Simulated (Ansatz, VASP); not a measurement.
One calculation of NaTlS2, two programs

```
Na S Tl
1.0
     4.10449    0.00000    0.00000
     0.00000    4.10449    0.00000
     0.00000    0.00000    6.63894
Na S Tl
1 2 1
Direct
  0.00000 0.00000 0.00000
  0.00000 0.50000 0.27087
  0.50000 0.00000 0.72913
  0.50000 0.50000 0.50000
```

Alike in both runs: task single point; functional HSE06; k mesh 4 × 4 × 2; no spin polarisation.

|  | VASP | Ansatz |
| --- | --- | --- |
| version | VASP 6.6.1 | Ansatz 0.2.0 |
| potentials or method | VASP PAW PBE potentials, release 64 (Na_pv, S, Tl_d) | plane waves, PAW |
| plane-wave cutoff (eV) | 520 | 420 |
| occupations | gaussian, width 0.01 eV | fixed |
| valence electrons in the cell | 32 | 34 |

```csv
,VASP,Ansatz,Ansatz less VASP
gap on the k mesh at the Fermi level (eV),1.70,1.70,-0.006
pressure (GPa),-0.3,-0.3,+0.03
rms of the force components (eV/Å),0.073,0.069,-0.0046
```

VASP's potentials hold 32 valence electrons a cell and Ansatz's 34, so a difference there can come from the potentials and not from the codes. Ansatz's warnings: stress exchange threshold loose, stress scf threshold loose.

The k mesh is coarse, so the values compare programs but aren't converged. Neither program's run includes spin-orbit coupling.
